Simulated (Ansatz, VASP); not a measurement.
# Two plane-wave programs on TiTe2

The input INCAR:

```
PREC     = Accurate       # precision mode
ENCUT    = 520            # plane-wave cutoff, eV
EDIFF    = 1E-6           # SCF threshold, eV
ISMEAR   = -1             # smearing method
SIGMA    = 0.1            # smearing width, eV
LREAL    = False          # projectors in reciprocal space
LASPH    = True           # aspherical terms in the spheres
NELM     = 100            # most SCF steps
ALGO     = Normal         # electronic algorithm
ISIF     = 2              # what is computed and relaxed
LWAVE    = False          # write WAVECAR
LCHARG   = False          # write CHGCAR
GGA      = PE             # functional
NBANDS   = 19             # bands
```

File KPOINTS:

```
Automatic mesh
0
Gamma
  9 9 5
```

The input POSCAR:

```
TiTe2
1.0
    3.7770000000      0.0000000000      0.0000000000
   -1.8885000000      3.2709779500      0.0000000000
    0.0000000000      0.0000000000      6.4980000000
Ti Te
1 2
Direct
    0.0000000000      0.0000000000      0.0000000000
    0.6666666700      0.3333333300      0.2628000000
    0.3333333300      0.6666666700      0.7372000000
```

Input for Ansatz:

```yaml
crystal:
  lattice:
    - [3.777, 0.0, 0.0]
    - [-1.8885, 3.27097795, 0.0]
    - [0.0, 0.0, 6.498]
  atoms:
    - { symbol: Ti, position: [0.0, 0.0, 0.0] }
    - { symbol: Te, position: [0.6666666699999999, 0.33333333, 0.2628] }
    - { symbol: Te, position: [0.33333333, 0.66666667, 0.7372] }
kpoints:
  mp_grid:
    grid: [9, 9, 5]
    shift: [0.0, 0.0, 0.0]
hamiltonian:
  xc: pbe
  pseudopotentials:
    kind: paw
scf:
  convergence:
    dr2_threshold: 1.0e-09
  occupations:
    method: fermi_dirac
    width: 0.1
output:
  forces: true
  stress: true
  eigenvalues: true
```

Alike in both runs: task single point; functional PBE; k mesh 9 × 9 × 5; occupations fermi-dirac, width 0.1 eV; no spin polarisation.

|  | VASP | Ansatz |
| --- | --- | --- |
| version | VASP 6.6.1 | Ansatz 0.2.0 |
| potentials or method | VASP PAW PBE potentials, release 64 (Ti_sv, Te) | plane waves, PAW |
| plane-wave cutoff (eV) | 520 | 420 |
| valence electrons in the cell | 24 | 44 |

```tsv
	VASP	Ansatz	Ansatz less VASP
gap on the k mesh at the Fermi level (eV)	none	none	-
pressure (GPa)	0.9	0.9	+0.02
traceless stress, the component that is largest in VASP (GPa)	0.60	0.59	-0.006
rms of the force components (eV/Å)	0.018	0.014	-0.0045
```

Atom by atom the forces differ by 0.005 eV/Å (rms over components). A gap of «none» marks a metal or a gap that the smearing closes. VASP's potentials hold 24 valence electrons a cell and Ansatz's 44, so a difference there can come from the potentials and not from the codes. Ansatz's warnings: stress scf threshold loose.

Spin-orbit coupling is off throughout.
